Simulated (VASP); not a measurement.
Runs of VASP 6.6.1 on ReHg2Sb2. The structure is that of space group P4/mmm (No. 123), or close to it. The cells are those of the table. 

| task | cell | k mesh | cutoff (eV) | gap on the mesh (eV) | pressure (GPa) | relaxed volume (Å³/atom) | largest force (eV/Å) |
| --- | --- | --- | --- | --- | --- | --- | --- |
| single point | a = 3.667, b = 3.667, c = 9.830 Å, 5 atoms | 10 × 10 × 4 | 520 | none | 0.5 | - | 0.01 |
| relaxation of cell and atoms | relaxed from a = 4.732, b = 4.732, c = 6.419 Å, 5 atoms | 4 × 4 × 4 | 600 | none | 0.1 | 25.90 | 0.01 |
| single point | a = 3.683, b = 3.683, c = 9.527 Å, 5 atoms | 4 × 4 × 4 | 520 | none | 0.6 | - | (b) |
| relaxation of cell and atoms | relaxed from a = 3.656, b = 3.656, c = 9.917 Å, 5 atoms | 10 × 10 × 4 | 600 | none | 0.0 | (a) | - |

Alike in all rows: level PBE; potentials or basis VASP PAW PBE potentials, release 64 (Re, Hg, Sb); no spin polarisation; smearing gaussian 0.1 eV.

Fill in the values left out.

(a) 26.53; (b) 0.04.

Caveats: some runs use coarse meshes; spin-orbit coupling is left out, which moves the levels of the heavy elements.

A k mesh can miss the band edges, and the runs leave out spin-orbit coupling on Hg, Re, Sb.

A gap of «none» marks levels without a gap at the run's occupations.
